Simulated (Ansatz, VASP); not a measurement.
## BN: VASP beside Ansatz

```
B N
1.0
     2.50612    0.00000    0.00000
    -1.25306    2.17037    0.00000
     0.00000    0.00000    6.59736
B N
2 2
Direct
  0.11058 0.22116 0.42724
  0.33333 0.66667 0.00000
  0.00000 0.00000 0.00000
  0.66667 0.33333 0.50000
```

Alike in both runs: task single point; functional PBE; dispersion D3(BJ); k mesh 12 × 12 × 4; occupations gaussian, width 0.05 eV; no spin polarisation.

|  | VASP | Ansatz |
| --- | --- | --- |
| version | VASP 6.6.1 | Ansatz 0.2.0 |
| potentials or method | VASP PAW PBE potentials, release 64 (B, N), cutoff 520 eV | scalar-relativistic, plane waves, PAW |
| valence electrons in the cell | 16 | 16 |

Ansatz gave:

- gap on the k mesh at the Fermi level (eV): none
- pressure (GPa): 9.5
- traceless stress, the component that is largest in VASP (GPa): -18.37
- rms of the force components (eV/Å): 1.846

**Question.** Which values does VASP return?

**Answer.** gap on the k mesh at the Fermi level (eV): none; pressure (GPa): 9.5; traceless stress, the component that is largest in VASP (GPa): -18.53; rms of the force components (eV/Å): 1.850.

Atom by atom the forces differ by 0.010 eV/Å (rms over components). A gap of «none» marks a metal or a gap that the smearing closes.
